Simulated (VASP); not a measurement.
Here is a VASP 6.6.1 calculation.

Contents of INCAR:

```
SYSTEM = MoS2
  PREC = Accurate
  ENCUT = 520
  EDIFF = 1E-6
  ISMEAR = -1
  SIGMA = 0.05
  LREAL = .FALSE.
  LASPH = .TRUE.
  NELM = 60
  ALGO = Normal
  ISIF = 2
  LWAVE = .FALSE.
  LCHARG = .FALSE.
  GGA = PS
  NBANDS = 35
```

The input KPOINTS:

```
regular mesh
0
G
  8 8 1
  0 0 0
```

The input POSCAR:

```
MoS2
1.0
    3.1845414560      0.0000000000      0.0000000000
   -1.5922707280      2.7578938003      0.0000000000
    0.0000000000      0.0000000000     21.8872400672
Mo S
2 4
Direct
    0.3333333333      0.6666666667      0.8511602300
    0.6666666667      0.3333333333      0.1488397700
    0.6666666667      0.3333333333      0.7796253900
    0.3333333333      0.6666666667      0.0772510000
    0.6666666667      0.3333333333      0.9227490000
    0.3333333333      0.6666666667      0.2203746100
```

Potentials or basis: VASP PAW PBE potentials, release 64 (Mo_sv, S).

Run with:

```bash
$ cat potpaw_PBE.64/Mo_sv/POTCAR potpaw_PBE.64/S/POTCAR > POTCAR
$ mpirun -np 1 vasp_std > vasp.out
```

Question: What does it give for the band gap on the k mesh?

Answer: 1.54 eV (least direct gap 1.96 eV).

Question: Estimate the largest force.

Answer: 0.417 eV/Å.

Forces in eV/Å, atoms in the order of the input:
```
Mo   0.000  0.000  0.006
Mo   0.000  0.000 -0.006
S    0.000  0.000  0.417
S    0.000  0.000  0.399
S    0.000  0.000 -0.399
S    0.000  0.000 -0.417
```

Caveat: there is no dipole correction, which matters where the two faces differ; the PAW data sets were made with another functional, which shifts forces and pressure a little.
